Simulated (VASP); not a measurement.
The system is Sn2Sb2Te.

```
Sn Sb Te
1.0
     5.82058    0.00000    0.00000
    -2.91029    5.04077    0.00000
     0.00000    0.00000    5.26332
Sn Sb Te
2 2 1
Direct
  0.33333 0.66667 0.50000
  0.66667 0.33333 0.50000
  0.33333 0.66667 0.00000
  0.66667 0.33333 0.00000
  0.00000 0.00000 0.50000
```

The cell was generated, and may not be a known phase.

| Property | Result |
| --- | --- |
| Program | VASP 6.6.1 |
| Task | relaxation of cell and atoms |
| Functional | PBE |
| Potentials or basis | VASP PAW PBE potentials, release 64 (Sn_d, Sb, Te) |
| Cutoff | 600 eV |
| k mesh | 3 × 3 × 4 |
| Occupations | gaussian, width 0.1 eV |
| Spin | no spin polarisation |

At the start: pressure 7.1 GPa; volume 30.89 Å³/atom.

Where does the relaxation end?

Over 8 steps the energy falls by 467.6 meV/atom and the volume is 33.44 Å³/atom (+8.3 %); space group P6/mmm (No. 191, to 0.1 Å) before and after.

The path:
| step | energy change (eV) | largest force (eV/Å) | pressure (GPa) | volume (Å³) |
| --- | --- | --- | --- | --- |
| 1 | 0.0000 | 0.0000 | 7.07 | 154.43 |
| 2 | -2.1701 | 0.0000 | -2.71 | 182.34 |
| 3 | -2.2410 | 0.0000 | -2.00 | 175.42 |
| 4 | -2.2516 | 0.0000 | -2.30 | 177.38 |
| 5 | -2.2517 | 0.0000 | -2.24 | 176.93 |
| 6 | -2.3274 | 0.0000 | 0.46 | 165.95 |
| 7 | -2.3352 | 0.0000 | -0.24 | 168.36 |
| 8 | -2.3382 | 0.0000 | -0.01 | 167.21 |

Final structure:
```yaml
crystal:
  lattice:
    - [5.52731, 0.00000, 0.00000]
    - [-2.76366, 4.78679, 0.00000]
    - [0.00000, 0.00000, 6.31998]
  atoms:
    - { symbol: Sn, position: [0.33333, 0.66667, 0.50000] }
    - { symbol: Sn, position: [0.66667, 0.33333, 0.50000] }
    - { symbol: Sb, position: [0.33333, 0.66667, 0.00000] }
    - { symbol: Sb, position: [0.66667, 0.33333, 0.00000] }
    - { symbol: Te, position: [0.00000, 0.00000, 0.50000] }
```

Caveat: the k points lie up to 0.44 Å⁻¹ apart in the final cell, too coarse for converged energies and pressures of a metal; a cell axis changed by over 15 % at a fixed basis, so the end point is rough.
